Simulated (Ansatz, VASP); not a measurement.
## One calculation of CaZr, two programs

```
CELL_PARAMETERS angstrom
5.57103 0.00000 0.00000
0.00000 5.57103 0.00000
0.00000 0.00000 5.57103
ATOMIC_POSITIONS crystal
Ca 0.84400 0.84400 0.84400
Ca 0.65600 0.15600 0.34400
Ca 0.34400 0.65600 0.15600
Ca 0.15600 0.34400 0.65600
Zr 0.15000 0.15000 0.15000
Zr 0.35000 0.85000 0.65000
Zr 0.65000 0.35000 0.85000
Zr 0.85000 0.65000 0.35000
```

Alike in both runs: task relaxation of cell and atoms; functional PBE; k mesh 4 × 4 × 4; occupations gaussian, width 0.1 eV; no spin polarisation.

```csv
,VASP,Ansatz
version,VASP 6.6.1,Ansatz 0.2.0
potentials or method,"VASP PAW PBE potentials, release 64 (Ca_sv, Zr_sv), cutoff 600 eV","scalar-relativistic, plane waves, PAW"
valence electrons in the cell,88,88
```

Ansatz gave:

| Property | Result |
| --- | --- |
| gap on the k mesh at the Fermi level, each at its own relaxed structure (eV) | none |
| relaxed volume (Å³/atom) | 28.59 |
| relaxed length of the cell vector where the two differ most in proportion (Å) | 6.115 |

Q: What did VASP give for the same quantities?

A: gap on the k mesh at the Fermi level, each at its own relaxed structure (eV): none; relaxed volume (Å³/atom): 28.86; relaxed length of the cell vector where the two differ most in proportion (Å): 6.135.

A gap of «none» marks a metal or a gap that the smearing closes.

Noted on VASP's run: the volume moved by over 15 % at a fixed basis, so the end points are rough.
